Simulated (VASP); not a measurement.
# Sn (I4_1/amd) in VASP: further runs

The runs below take Sn through single point, with r2SCAN.

Program: VASP 6.6.1. These are calculated values, not measurements. Logs are shortened: lines on timing, memory, paths and dates and some standing lists are left out, and cuts for length are marked.

### Step 1. The cell of the first run

The structure is tetragonal, space group I4_1/amd (No. 141). The conventional cell has a = 4.845 Å, b = 4.845 Å, c = 5.825 Å, α = 90.00°, β = 90.00°, γ = 90.00°. Within 3.7 Å of Sn (site symmetry -4m2) lie 4 Sn at 2.83 Å.

### Step 2. Single point, r2SCAN

File POSCAR:

```
Sn
1.0
    0.0000000000      3.4262734383      2.9123324225
    3.4262734383      0.0000000000      2.9123324225
    3.4262734383      3.4262734383      0.0000000000
Sn
2
Direct
    0.5000000000      0.5000000000      0.5000000000
    0.7500000000      0.7500000000      0.7500000000
```

File INCAR.step1:

```
PREC     = Accurate       # precision mode
ENCUT    = 520            # plane-wave cutoff, eV
ISMEAR   = 0              # smearing method
SIGMA    = 0.15           # smearing width, eV
LREAL    = F              # projectors in reciprocal space
LASPH    = T              # aspherical terms in the spheres
NELM     = 100            # most SCF steps
NBANDS   = 21             # bands
GGA      = PE             # functional
ALGO     = Normal         # electronic algorithm
EDIFF    = 1E-4           # SCF threshold, eV
LWAVE    = T              # write WAVECAR
LCHARG   = F              # write CHGCAR
```

File INCAR.step2:

```
PREC     = Accurate       # precision mode
ENCUT    = 520            # plane-wave cutoff, eV
EDIFF    = 1E-6           # SCF threshold, eV
ISMEAR   = 0              # smearing method
SIGMA    = 0.15           # smearing width, eV
LREAL    = F              # projectors in reciprocal space
LASPH    = T              # aspherical terms in the spheres
NELM     = 100            # most SCF steps
ALGO     = Normal         # electronic algorithm
ISIF     = 2              # what is computed and relaxed
LWAVE    = F              # write WAVECAR
LCHARG   = T              # write CHGCAR
METAGGA  = R2SCAN         # meta-GGA
LMIXTAU  = T            
LELF     = T              # ELF
LVHAR    = T            
NBANDS   = 21             # bands
ISTART   = 1
```

File KPOINTS:

```
Automatic mesh
0
Gamma
  14 14 14
```

Potentials or basis: VASP PAW PBE potentials, release 64 (Sn_d).

The run is started by

```sh
$ cat potpaw_PBE.64/Sn_d/POTCAR > POTCAR
$ cp INCAR.step1 INCAR
$ mpirun -np 1 vasp_std > vasp.out
$ cp INCAR.step2 INCAR
$ mpirun -np 1 vasp_std > vasp.out
```

OUTCAR:

```text
PREC = Accurate
   ENCUT = 520
   EDIFF = 1E-6
   ISMEAR = 0
   LREAL = F
   LASPH = T
   NELM = 100
   ISIF = 2
   METAGGA = R2SCAN
   ISTART = 1

 ion  position               nearest neighbor table
   1  0.500  0.500  0.500-   2 2.83   2 2.83   2 2.83   2 2.83
   2  0.750  0.750  0.750-   1 2.83   1 2.83   1 2.83   1 2.83

  LATTYP: Found a body centered tetragonal cell.
 ALAT       =     4.8454823648
 C/A-ratio  =     1.2020815280

  Lattice vectors:

 A1 = (   0.0000000000,  -3.4262734383,  -2.9123324225)
 A2 = (   0.0000000000,   3.4262734383,  -2.9123324225)
 A3 = (   3.4262734383,   0.0000000000,   2.9123324225)

Analysis of symmetry for initial positions (statically):
=====================================================================
 Subroutine PRICEL returns:
 Original cell was already a primitive cell.

 Routine SETGRP: Setting up the symmetry group for a
 body centered tetragonal supercell.

 Subroutine GETGRP returns: Found 16 space group operations
 (whereof  8 operations were pure point group operations)
 out of a pool of 16 trial point group operations.

The static configuration has the point symmetry D_2d.
 The point group associated with its full space group is D_4h.

Analysis of symmetry for dynamics (positions and initial velocities):
=====================================================================
 Subroutine PRICEL returns:
 Original cell was already a primitive cell.

 Routine SETGRP: Setting up the symmetry group for a
 body centered tetragonal supercell.

 Subroutine GETGRP returns: Found 16 space group operations
 (whereof  8 operations were pure point group operations)
 out of a pool of 16 trial point group operations.

The dynamic configuration has the point symmetry D_2d.
 The point group associated with its full space group is D_4h.

 Subroutine INISYM returns: Found 16 space group operations
 (whereof  8 operations are pure point group operations),
 and found     1 'primitive' translations

----------------------------------------------------------------------------------------

                                     Primitive cell

  volume of cell :      68.3778

  direct lattice vectors                    reciprocal lattice vectors
     0.000000000  3.426273438  2.912332423    -0.145931143  0.145931143  0.171683698
     3.426273438  0.000000000  2.912332423     0.145931143 -0.145931143  0.171683698
     3.426273438  3.426273438  0.000000000     0.145931143  0.145931143 -0.171683698

  length of vectors
     4.496779938  4.496779938  4.845482365     0.268453142  0.268453142  0.268453142

  position of ions in fractional coordinates (direct lattice)
     0.500000000  0.500000000  0.500000000
     0.750000000  0.750000000  0.750000000

  ion indices of the primitive-cell ions
   primitive index   ion index
                 1           1
                 2           2

----------------------------------------------------------------------------------------

 KPOINTS: Automatic mesh

Automatic generation of k-mesh.
 Grid dimensions read from file:
 generate k-points for:   14   14   14

 Generating k-lattice:

  Cartesian coordinates                     Fractional coordinates (reciprocal lattice)
    -0.010423653  0.010423653  0.012263121     0.071428571  0.000000000  0.000000000
     0.010423653 -0.010423653  0.012263121     0.000000000  0.071428571  0.000000000
     0.010423653  0.010423653 -0.012263121     0.000000000  0.000000000  0.071428571

  Length of vectors
     0.019175224  0.019175224  0.019175224

  Shift w.r.t. Gamma in fractional coordinates (k-lattice)
     0.000000000  0.000000000  0.000000000

 Subroutine IBZKPT returns following result:
 ===========================================

 Found    244 irreducible k-points:

 Following reciprocal coordinates:
            Coordinates               Weight
  0.000000  0.000000  0.000000      1.000000
  0.071429  0.000000  0.000000      8.000000
  0.142857 -0.000000  0.000000      8.000000
  0.214286 -0.000000  0.000000      8.000000
  0.285714  0.000000  0.000000      8.000000
  0.357143  0.000000  0.000000      8.000000
[... 16 lines left out ...]
  0.214286  0.142857  0.000000      8.000000
  0.285714  0.142857  0.000000      8.000000
 [... further k-points ...]
   k-points           NKPTS =    244   k-points in BZ     NKDIM =    244   number of bands    NBANDS=     21
   number of dos      NEDOS =    301   number of ions     NIONS =      2
   total plane-waves  NPLWV =  46656
   dimension x,y,z NGX =    36 NGY =   36 NGZ =   36
   dimension x,y,z NGXF=    72 NGYF=   72 NGZF=   72
   ions per type =               2
   NGX,Y,Z   is equivalent  to a cutoff of  13.31, 13.31, 12.35 a.u.
   NGXF,Y,Z  is equivalent  to a cutoff of  26.62, 26.62, 24.70 a.u.
 SYSTEM =  unknown system
   PREC   = accura    normal or accurate (medium, high low for compatibility)
   ISTART =      1    job   : 0-new  1-cont  2-samecut
   ICHARG =      0    charge: 1-file 2-atom 10-const
   ISPIN  =      1    spin polarized calculation?
   LNONCOLLINEAR =      F non collinear calculations
   LSORBIT =      F    spin-orbit coupling
   LASPH  =      T    aspherical Exc in radial PAW
   ENCUT  =  520.0 eV  38.22 Ry    6.18 a.u.   8.36  8.36  9.01*2*pi/ulx,y,z
   NELM   =    100;   NELMIN=  2; NELMDL=  0     # of ELM steps
   EDIFF  = 0.1E-05   stopping-criterion for ELM
   LREAL  =      F    real-space projection
   EDIFFG = 0.1E-04   stopping-criterion for IOM
   NSW    =      0    number of steps for IOM
   IBRION =     -1    ionic relax: 0-MD 1-quasi-New 2-CG
   NFREE  =      0    steps in history (QN), initial steepest desc. (CG)
   ISIF   =      2    stress and relaxation
   ISYM   =      2    0-nonsym 1-usesym 2-fastsym
   POTIM  = 0.5000    time-step for ionic-motion
   TEBEG  =    0.0;   TEEND  =   0.0 temperature during run
   PSTRESS=    0.0 pullay stress
   NELECT =      28.0000    total number of electrons
   NUPDOWN=      -1.0000    fix difference up-down
   EMIN   =  10.00;   EMAX   =-10.00  energy-range for DOS
   EFERMI =   0.00;   METHOD = LEGACY
   ISMEAR =     0;   SIGMA  =   0.15  broadening in eV -4-tet -1-fermi 0-gaus
   EFERMI_NEDOS =   21; number of points for ismear=-14 and -15
   IALGO  =     38    algorithm
   IMIX   =      4    mixing-type and parameters
     AMIX     =   0.40;   BMIX     =  1.00
     AMIX_MAG =   1.60;   BMIX_MAG =  1.00
  volume/ion in A,a.u.               =      34.19       230.72
  Fermi-wavevector in a.u.,A,eV,Ry     =   1.215689  2.297319 20.108049  1.477900
  Thomas-Fermi vector in A             =   2.351068
   LORBIT       =      0    0 simple, 1 ext, 2 COOP (PROOUT), +10 PAW based schemes
   METAGGA = R2SCAN    functional components
   LHFCALC =     F    Hartree Fock is set to
   AEXX    =    0.0000 exact exchange contribution
   IVDW    =     0    specifies the selected vdW correction
   LEPSILON=     F    determine dielectric tensor
   LRPA    =     F    only Hartree local field effects (RPA)
 non-spin polarized calculation
 Gauss-broadening in eV      SIGMA  =   0.15
  energy-cutoff  :      520.00
  volume of cell :       68.38
 maximum number of plane-waves:      1860
 NGX is ok and might be reduce to    36
   NGX = 17   NGY = 17   NGZ = 17

 number of electron      28.0000003 magnetization

 Free energy of the ion-electron system (eV)
  ---------------------------------------------------
  ext. energy  EPLUGINS =         0.00000000
  ---------------------------------------------------
  free energy    TOTEN  =       -49.37747896 eV

  energy without entropy =      -49.37511932  energy(sigma->0) =      -49.37629914

 E-fermi :   5.5922     XC(G=0):  -9.6106

 val. band max:        5.5773469779   @ k =  -0.0714   0.0000   0.0714
 cond. band min:       5.6000313747   @ k =   0.3571   0.0000   0.0000
 fundamental gap:      0.0226843968
 Fermi energy:         5.5922276199

 k-point     1 :       0.0000    0.0000    0.0000
  band No.  band energies     occupation
      1     -16.8666      2.00000
      2     -16.7915      2.00000
      3     -16.7915      2.00000
      4     -16.7678      2.00000
      5     -16.7357      2.00000
      6     -16.4833      2.00000
[... 13 lines left out ...]
     20      12.6111      0.00000
     21      13.5416      0.00000

 k-point     2 :       0.0714    0.0000    0.0000
  band No.  band energies     occupation
      1     -16.8670      2.00000
      2     -16.7976      2.00000
      3     -16.7962      2.00000
      4     -16.7591      2.00000
      5     -16.7288      2.00000
      6     -16.4966      2.00000
[... 13 lines left out ...]
     20      12.3966      0.00000
     21      13.1103      0.00000

 k-point     3 :       0.1429   -0.0000    0.0000
  band No.  band energies     occupation
      1     -16.8687      2.00000
      2     -16.8062      2.00000
      3     -16.8044      2.00000
      4     -16.7431      2.00000
      5     -16.7141      2.00000
      6     -16.5142      2.00000
[... 13 lines left out ...]
     20      12.2324      0.00000
     21      12.8907      0.00000

 k-point     4 :       0.2143   -0.0000    0.0000
  band No.  band energies     occupation
      1     -16.8724      2.00000
      2     -16.8122      2.00000
      3     -16.8096      2.00000
      4     -16.7267      2.00000
      5     -16.6987      2.00000
      6     -16.5303      2.00000
[... 13 lines left out ...]
     20      12.4173      0.00000
     21      13.4522      0.00000

 k-point     5 :       0.2857    0.0000    0.0000
  band No.  band energies     occupation
      1     -16.8776      2.00000
      2     -16.8152      2.00000
      3     -16.8107      2.00000
      4     -16.7127      2.00000
      5     -16.6858      2.00000
      6     -16.5432      2.00000
[... 13 lines left out ...]
     20      12.9919      0.00000
     21      13.7898      0.00000

 k-point     6 :       0.3571    0.0000    0.0000
  band No.  band energies     occupation
      1     -16.8825      2.00000
      2     -16.8161      2.00000
      3     -16.8094      2.00000
      4     -16.7029      2.00000
      5     -16.6769      2.00000
      6     -16.5525      2.00000
[... 13 lines left out ...]
     20      13.8643      0.00000
     21      13.9947      0.00000

 k-point     7 :       0.4286   -0.0000    0.0000
  band No.  band energies     occupation
      1     -16.8859      2.00000
      2     -16.8159      2.00000
      3     -16.8078      2.00000
      4     -16.6974      2.00000
      5     -16.6719      2.00000
      6     -16.5579      2.00000
[... 13 lines left out ...]
     20      14.6237      0.00000
     21      14.8973      0.00000
[... 291 lines left out ...]
      1     -16.8776      2.00000
      2     -16.8154      2.00000
      3     -16.8111      2.00000
      4     -16.7269      2.00000
      5     -16.7016      2.00000
      6     -16.5307      2.00000
[... 13 lines left out ...]
     20      12.0486      0.00000
     21      12.6441      0.00000

 k-point    21 :      -0.0714    0.0714    0.0000
  band No.  band energies     occupation
      1     -16.8721      2.00000
      2     -16.8073      2.00000
      3     -16.8046      2.00000
      4     -16.7445      2.00000
      5     -16.7164      2.00000
      6     -16.5145      2.00000
[... 13 lines left out ...]
     20      12.0118      0.00000
     21      12.5337      0.00000

 k-point    22 :       0.1429    0.1429    0.0000
  band No.  band energies     occupation
      1     -16.8499      2.00000
      2     -16.7977      2.00000
      3     -16.7977      2.00000
      4     -16.7485      2.00000
      5     -16.7202      2.00000
      6     -16.4924      2.00000
[... 13 lines left out ...]
     20      12.9188      0.00000
     21      13.3904      0.00000

 k-point    23 :       0.2143    0.1429    0.0000
  band No.  band energies     occupation
      1     -16.8450      2.00000
      2     -16.8020      2.00000
      3     -16.8002      2.00000
      4     -16.7357      2.00000
      5     -16.7088      2.00000
      6     -16.5083      2.00000
[... 13 lines left out ...]
     20      13.1218      0.00000
     21      13.3919      0.00000

 k-point    24 :       0.2857    0.1429    0.0000
  band No.  band energies     occupation
      1     -16.8502      2.00000
      2     -16.8069      2.00000
      3     -16.7960      2.00000
      4     -16.7201      2.00000
      5     -16.6944      2.00000
      6     -16.5251      2.00000
[... 13 lines left out ...]
     20      13.6268      0.00000
     21      13.6664      0.00000

 [... further k-points ...]

------------------------ aborting loop because EDIFF is reached ----------------------------------------

  FORCE on cell =-STRESS in cart. coord.  units (eV):
  Direction    XX          YY          ZZ          XY          YZ          ZX
  --------------------------------------------------------------------------------------
  -------------------------------------------------------------------------------------
  Total       -0.0263088     -0.0263088      1.6531137      0.0000000      0.0000000      0.0000000
  in kB       -0.6164476     -0.6164476     38.7345339      0.0000000      0.0000000      0.0000000
  external PRESSURE =      12.5005462 kB  Pullay stress =       0.0000000 kB

 VOLUME and BASIS-vectors are now :
 -----------------------------------------------------------------------------
  energy-cutoff  :      520.00
  volume of cell :       68.38
      direct lattice vectors                 reciprocal lattice vectors
     0.000000000  3.426273438  2.912332423    -0.145931143  0.145931143  0.171683698
     3.426273438  0.000000000  2.912332423     0.145931143 -0.145931143  0.171683698
     3.426273438  3.426273438  0.000000000     0.145931143  0.145931143 -0.171683698

 POSITION                                       TOTAL-FORCE (eV/Angst)
 -----------------------------------------------------------------------------------
      3.42627      3.42627      2.91233        -0.000000     -0.000000     -0.000000
      5.13941      5.13941      4.36850         0.000000      0.000000      0.000000
 -----------------------------------------------------------------------------------
    total drift:                                0.000000      0.000000      0.000000

  FREE ENERGIE OF THE ION-ELECTRON SYSTEM (eV)
  ---------------------------------------------------
  free  energy   TOTEN  =       -49.3774789557 eV

  energy  without entropy=      -49.3751193205  energy(sigma->0) =      -49.37629914
```

It took 10 min on 1 thread of Intel Xeon Platinum 8124M at 3.00GHz (Skylake/Cascade Lake), shared host; peak memory 0.41 GiB.

Results:

```yaml
Free_energy: -49.3775 eV
Pressure: 1.3 GPa
Band_gap_on_the_k_mesh: zero (band 14 reaches 5.86 eV, above the bottom of band 15 at 5.42 eV)
```

Levels at points of the mesh, in eV from the Fermi level:
```
           k point  band 11  band 12  band 13  band 14  band 15  band 16  band 17  band 18
(0.00, 0.00, 0.00)   -11.10    -0.55    -0.34    -0.34     0.63     1.82     2.57     2.57
(0.50, 0.00, 0.00)    -9.37    -6.58    -1.79    -0.75    -0.17     3.00     3.97     6.24
(0.50, 0.50, 0.00)    -7.45    -7.45    -3.22    -3.22     0.27     0.27     8.17     8.17
(0.50, 0.00, 0.50)    -8.03    -8.03    -2.29    -2.29     1.31     1.31     7.18     7.18
```

Caveat: the PAW data sets were made with another functional, which shifts forces and pressure a little; spin-orbit coupling is left out, which moves the levels of the heavy elements.

(Continued in part 2 of 3.)
